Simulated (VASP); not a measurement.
Input of a VASP 6.6.1 run:

File INCAR:

```
SYSTEM = AgCl
ALGO = Normal
EDIFF = 1E-8
ENCUT = 520
GGA = PE
ISIF = 2
ISMEAR = -1
LASPH = .True.
LCHARG = .False.
LEFG = .True.
LREAL = .False.
LWAVE = .False.
NBANDS = 16
NELM = 80
PREC = Accurate
SIGMA = 0.01
```

KPOINTS

```
k-points
0
Gamma
  9 9 9
  0 0 0
```

File POSCAR:

```
AgCl
1.0
    3.4339730000      0.0000000000      0.0000000000
    0.0000000000      3.4339730000      0.0000000000
    0.0000000000      0.0000000000      3.5026524600
Ag Cl
1 1
Direct
    0.0000000000      0.0000000000      0.0000000000
    0.5000000000      0.5000000000      0.5000000000
```

Potentials or basis: VASP PAW PBE potentials, release 64 (Ag, Cl).

Launch:

```console
$ cat potpaw_PBE.64/Ag/POTCAR potpaw_PBE.64/Cl/POTCAR > POTCAR
$ mpirun -np 1 vasp_std > vasp.out
```

(1) What does it give for the band gap on the k mesh?

(2) Predict the pressure.

Answers

(1) 0.58 eV (least direct gap 1.95 eV).

(2) -1.1 GPa.

Caveat: the cell differs from its parent crystal (zz strain of +2 %); without QUAD_EFG the Cq values of the log hold for a quadrupole moment of 1 mb, not for the nuclei; an odd mesh through Γ misses points on the zone boundary, where band edges can lie.
